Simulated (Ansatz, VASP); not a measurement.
**Two plane-wave programs on ZrAu3**

```xyz
8
Lattice="4.9577 0.2074 -0.3275 0.1975 6.2684 0.1640 -0.3106 0.2345 4.9582" Properties=species:S:1:pos:R:3 pbc="T T T"
Zr    1.3285    2.2978    2.7886
Zr    1.7940    5.4301    2.5022
Au    2.8303    0.1598   -0.2343
Au    3.9412    0.8335    2.3995
Au    4.3571    4.4122    1.2659
Au    3.7232    3.5232    3.6976
Au    1.7166    3.7469    0.1663
Au    0.4054    1.0653    0.4030
```

Alike in both runs: functional PBEsol; k mesh 3 × 3 × 3; occupations gaussian, width 0.1 eV; no spin polarisation.

Ansatz relaxed the structure, and its values are those at the end. VASP's run is a single point on that final structure, the one shown.

|  | VASP | Ansatz |
| --- | --- | --- |
| version | VASP 6.6.1 | Ansatz 0.2.0 |
| potentials or method | VASP PAW PBE potentials, release 64 (Zr_sv, Au), cutoff 520 eV | scalar-relativistic, plane waves, PAW |
| valence electrons in the cell | 90 | 138 |

|  | VASP | Ansatz | Ansatz less VASP |
| --- | --- | --- | --- |
| gap on the k mesh at the Fermi level (eV) | none | none | - |
| rms of the force components (eV/Å) | 0.004 | 0.003 | -0.0009 |

VASP's potentials were made for PBE, not for PBEsol. A gap of «none» marks a metal or a gap that the smearing closes. With one functional, cell and mesh, what is left measures potentials, basis and numerics. VASP's potentials hold 90 valence electrons a cell and Ansatz's 138, so a difference there can come from the potentials and not from the codes.

The k mesh is coarse, so the values compare programs but aren't converged. Neither program's run includes spin-orbit coupling.
